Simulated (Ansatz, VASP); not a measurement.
## LiF: VASP beside Ansatz

```xyz
2
Lattice="0.0000 2.0140 2.0140 2.0140 0.0000 2.0140 2.0140 2.0140 0.0000" Properties=species:S:1:pos:R:3 pbc="T T T"
F     2.0140    2.0140    2.0140
Li    0.0000    0.0000    0.0000
```

Alike in both runs: task single point; functional PBE-based global hybrid with a share of 0.5 of exact exchange; k mesh 7 × 7 × 7; occupations fermi-dirac, width 0.05 eV; no spin polarisation.

|  | VASP | Ansatz |
| --- | --- | --- |
| version | VASP 6.6.1 | Ansatz 0.2.0 |
| potentials or method | VASP PAW PBE potentials, release 64 (F, Li_sv) | Ansatz PAW |
| plane-wave cutoff (eV) | 520 | 420 |
| valence electrons in the cell | 10 | 10 |

Ansatz gave:

* gap on the k mesh at the Fermi level (eV): 15.29
* least direct gap on the mesh (eV): 15.29

Task: Estimate VASP's values.

Result: gap on the k mesh at the Fermi level (eV): 15.26; least direct gap on the mesh (eV): 15.26.

VASP's potentials were made for PBE, not for PBE-based global hybrid.

Noted on VASP's run: the cutoff is under 1.25 times that of the potentials, so the pressure is a little rough. Noted on Ansatz's run: odd divisions of the mesh miss points on the zone boundary, where band edges often lie, so the gap on the mesh can be too wide.
